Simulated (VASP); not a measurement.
# NaAg (P-6m2) in VASP: a series of runs, part 2 of 2

VASP 6.6.1.

### 3 Relaxation of cell and atoms, PBE

This run uses another cell than the first one, of 21.47 Å³/atom.

File INCAR:

```
PREC = Accurate
ENCUT = 600
EDIFF = 1E-7
ISMEAR = -1
SIGMA = 0.15
LREAL = F
LASPH = T
NELM = 100
ALGO = Normal
ISIF = 3
LWAVE = F
LCHARG = F
GGA = PE
IBRION = 2
NSW = 80
EDIFFG = -0.001
```

File KPOINTS:

```
regular mesh
0
Gamma
  15 15 8
```

File POSCAR:

```
NaAg
1.0
    3.0993941501      0.0000000000      0.0000000000
   -1.5496970750      2.6841540704      0.0000000000
    0.0000000000      0.0000000000      5.1606960837
Na Ag
1 1
Direct
    0.3333333333      0.6666666667      0.5000000000
    0.0000000000      0.0000000000      0.0000000000
```

Potentials or basis: VASP PAW PBE potentials, release 64 (Na_pv, Ag).

The run is started by

```sh
$ cat potpaw_PBE.64/Na_pv/POTCAR potpaw_PBE.64/Ag/POTCAR > POTCAR
$ mpirun -np 1 vasp_std > vasp.out
```

OUTCAR:

```text
PREC = Accurate
   ENCUT = 600
   EDIFF = 1E-7
   ISMEAR = -1
   LREAL = F
   LASPH = T
   NELM = 100
   ISIF = 3
   GGA = PE
   IBRION = 2
   NSW = 80
   EDIFFG = -0.001

 ion  position               nearest neighbor table
   1  0.333  0.667  0.500-   2 3.14   2 3.14   2 3.14   2 3.14   2 3.14   2 3.14
   2  0.000  0.000  0.000-   1 3.14   1 3.14   1 3.14   1 3.14   1 3.14   1 3.14

  LATTYP: Found a hexagonal cell.
 ALAT       =     3.0993941501
 C/A-ratio  =     1.6650660851

  Lattice vectors:

 A1 = (   3.0993941501,   0.0000000000,   0.0000000000)
 A2 = (  -1.5496970750,   2.6841540704,   0.0000000000)
 A3 = (   0.0000000000,   0.0000000000,   5.1606960837)

Analysis of symmetry for initial positions (statically):
=====================================================================
 Subroutine PRICEL returns:
 Original cell was already a primitive cell.

 Routine SETGRP: Setting up the symmetry group for a
 hexagonal supercell.

 Subroutine GETGRP returns: Found 12 space group operations
 (whereof 12 operations were pure point group operations)
 out of a pool of 24 trial point group operations.

The static configuration has the point symmetry D_3h.

Analysis of symmetry for dynamics (positions and initial velocities):
=====================================================================
 Subroutine PRICEL returns:
 Original cell was already a primitive cell.

 Routine SETGRP: Setting up the symmetry group for a
 hexagonal supercell.

 Subroutine GETGRP returns: Found 12 space group operations
 (whereof 12 operations were pure point group operations)
 out of a pool of 24 trial point group operations.

The dynamic configuration has the point symmetry D_3h.

 Subroutine INISYM returns: Found 12 space group operations
 (whereof 12 operations are pure point group operations),
 and found     1 'primitive' translations

----------------------------------------------------------------------------------------
[... 148 lines left out ...]
  --------------------------------------------------------------------------------------
  -------------------------------------------------------------------------------------
  Total        0.0359800      0.0359800     -0.0312765      0.0000000      0.0000000      0.0000000
  in kB        1.3426991      1.3426991     -1.1671746      0.0000000      0.0000000      0.0000000
  external PRESSURE =       0.5060745 kB  Pullay stress =       0.0000000 kB
[... 89 lines left out ...]
  FREE ENERGIE OF THE ION-ELECTRON SYSTEM (eV)
  ---------------------------------------------------
  free  energy   TOTEN  =        -3.9449204047 eV

  energy  without entropy=       -3.8979582199  energy(sigma->0) =       -3.92143931

[... ionic steps 4 to 8 ...]

--------------------------------------- Ionic step        9  -------------------------------------------

 number of electron      18.0000003 magnetization

------------------------ aborting loop because EDIFF is reached ----------------------------------------
[... 67 lines left out ...]
--------------------------------------- Ionic step       11  -------------------------------------------

 number of electron      18.0000003 magnetization

 Free energy of the ion-electron system (eV)
  ---------------------------------------------------
  ext. energy  EPLUGINS =         0.00000000
  ---------------------------------------------------
  free energy    TOTEN  =        -3.94492867 eV

  energy without entropy =       -3.89797932  energy(sigma->0) =       -3.92145400

 E-fermi :   4.0956     XC(G=0):  -9.4567

 val. band max:        4.0511684857   @ k =   0.2000   0.2000   0.5000
 cond. band min:       4.1146656931   @ k =   0.1333  -0.0000   0.1250
 fundamental gap:      0.0634972074
 Fermi energy:         4.0956442570

 k-point     1 :       0.0000    0.0000    0.0000
  band No.  band energies     occupation
      1     -20.5108      2.00000
      2     -20.5108      2.00000
      3     -20.5092      2.00000
      4      -1.6880      2.00000
      5      -0.9007      2.00000
      6      -0.2665      2.00000
      7      -0.2665      2.00000
      8       0.2781      2.00000
      9       0.2781      2.00000
     10       4.3745      0.26967
     11       6.1754      0.00000
     12      18.0816      0.00000
     13      18.0816      0.00000
[... 354 lines left out ...]
  band No.  band energies     occupation
      1     -20.6552      2.00000
      2     -20.5837      2.00000
      3     -20.4799      2.00000
      4      -0.7177      2.00000
      5      -0.6243      2.00000
      6      -0.1627      2.00000
      7      -0.1234      2.00000
      8       0.2866      2.00000
      9       5.1540      0.00172
     10       5.4686      0.00021
     11       9.3666      0.00000
     12       9.4592      0.00000
     13      11.1085      0.00000

 [... further k-points ...]

------------------------ aborting loop because EDIFF is reached ----------------------------------------

  FORCE on cell =-STRESS in cart. coord.  units (eV):
  Direction    XX          YY          ZZ          XY          YZ          ZX
  --------------------------------------------------------------------------------------
  -------------------------------------------------------------------------------------
  Total        0.0005025      0.0005025     -0.0008014      0.0000000      0.0000000      0.0000000
  in kB        0.0187131      0.0187131     -0.0298457      0.0000000      0.0000000      0.0000000
  external PRESSURE =       0.0025268 kB  Pullay stress =       0.0000000 kB
[... 17 lines left out ...]
  FREE ENERGIE OF THE ION-ELECTRON SYSTEM (eV)
  ---------------------------------------------------
  free  energy   TOTEN  =        -3.9449286726 eV

  energy  without entropy=       -3.8979793176  energy(sigma->0) =       -3.92145400

 reached required accuracy - stopping structural energy minimisation
```

OSZICAR:

```text
N       E                     dE             d eps       ncg     rms          rms(c)
DAV:   1     0.125472266650E+03    0.12547E+03   -0.10219E+04  3525   0.167E+03
DAV:   2    -0.536576667643E+00   -0.12601E+03   -0.11746E+03  3575   0.363E+02
DAV:   3    -0.415712637298E+01   -0.36205E+01   -0.36020E+01  4245   0.672E+01
[... 65 lines left out ...]
DAV:   2    -0.394492854441E+01    0.18822E-05   -0.56169E-06  3750   0.290E-02    0.329E-03
DAV:   3    -0.394492856885E+01   -0.24434E-07   -0.85606E-08  2190   0.418E-03
  10 F= -.39449286E+01 E0= -.39214539E+01  d E =-.427310E-07
       N       E                     dE             d eps       ncg     rms          rms(c)
DAV:   1    -0.394492868591E+01   -0.14149E-06   -0.26066E-07  3107   0.543E-03    0.608E-04
DAV:   2    -0.394492867260E+01    0.13308E-07   -0.19746E-08  1780   0.164E-03
  11 F= -.39449287E+01 E0= -.39214540E+01  d E =-.103752E-06
```

Run time: 8.4 min. Hardware: 1 thread of Intel Xeon 8259CL, shared host; peak memory 0.26 GiB.

What came out:

```
Free energy                           : -3.9449 eV
Relaxed volume                        : 21.51 Å³/atom
Relaxed cell                          : a = 3.108 Å, b = 3.108 Å, c = 5.143 Å, α = 90.00°, β = 90.00°, γ = 120.00°
Space group after relaxing (to 0.1 Å) : P-6m2 (No. 187)
Energy gained by relaxing             : 0.1 meV/atom
Ionic steps                           : 11
Pressure after relaxing               : 0.0 GPa
Band gap on the k mesh                : zero (bands 9 and 10 overlap by 5.82 eV)
```

The path:
| step | energy change (eV) | largest force (eV/Å) | pressure (GPa) | volume (Å³) |
| --- | --- | --- | --- | --- |
| 1 | 0.0000 | 0.0000 | 0.05 | 42.93 |
| 2 | -0.0001 | 0.0000 | 0.03 | 42.98 |
| 3 | -0.0001 | 0.0000 | -0.03 | 43.07 |
| 4 | -0.0001 | 0.0000 | -0.01 | 43.04 |
| 5 | -0.0001 | 0.0000 | -0.01 | 43.04 |
| 6 | -0.0001 | 0.0000 | 0.01 | 43.03 |
| 7 | -0.0001 | 0.0000 | -0.01 | 43.03 |
| 8 | -0.0001 | 0.0000 | 0.00 | 43.03 |
| 9 | -0.0001 | 0.0000 | 0.00 | 43.03 |
| 10 | -0.0001 | 0.0000 | 0.00 | 43.02 |
| 11 | -0.0001 | 0.0000 | 0.00 | 43.02 |

Final structure:
```yaml
crystal:
  lattice:
    - [3.10777, 0.00000, 0.00000]
    - [-1.55389, 2.69141, 0.00000]
    - [0.00000, 0.00000, 5.14347]
  atoms:
    - { symbol: Na, position: [0.33333, 0.66667, 0.50000] }
    - { symbol: Ag, position: [0.00000, 0.00000, 0.00000] }
```

Levels at points of the mesh, in eV from the Fermi level:
```tsv
k point	band 5	band 6	band 7	band 8	band 9	band 10	band 11	band 12	band 13
(0.00, 0.00, 0.00)	-5.00	-4.36	-4.36	-3.82	-3.82	0.28	2.08	13.99	13.99
(0.00, 0.00, 0.50)	-4.36	-4.36	-4.15	-3.82	-3.82	-3.04	7.11	9.73	15.14
```
